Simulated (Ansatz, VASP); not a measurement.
## K3W2: VASP beside Ansatz

```
CELL_PARAMETERS angstrom
6.10700 3.52588 1.56579
-6.10700 3.52588 1.56579
0.00000 -7.05176 1.56579
ATOMIC_POSITIONS crystal
K 0.50000 0.50000 0.00000
K 0.00000 0.50000 0.50000
K 0.50000 0.00000 0.50000
W 0.25534 0.25534 0.25534
W 0.74466 0.74466 0.74466
```

Alike in both runs: functional PBE; k mesh 3 × 3 × 3; occupations gaussian, width 0.1 eV; no spin polarisation.

Ansatz relaxed the structure, and its values are those at the end. VASP's run is a single point on that final structure, the one shown.

```csv
,VASP,Ansatz
version,VASP 6.6.1,Ansatz 0.2.0
potentials or method,"VASP PAW PBE potentials, release 64 (K_sv, W_sv), cutoff 520 eV","scalar-relativistic, plane waves, PAW"
valence electrons in the cell,55,55
```

|  | VASP | Ansatz | Ansatz less VASP |
| --- | --- | --- | --- |
| gap on the k mesh at the Fermi level (eV) | none | none | - |
| pressure (GPa) | 0.3 | 0.1 | -0.19 |
| rms of the force components (eV/Å) | 0.030 | 0.010 | -0.0196 |

A gap of «none» marks a metal or a gap that the smearing closes.

The k mesh is coarse, so the values compare programs but aren't converged. Spin-orbit coupling is off throughout.
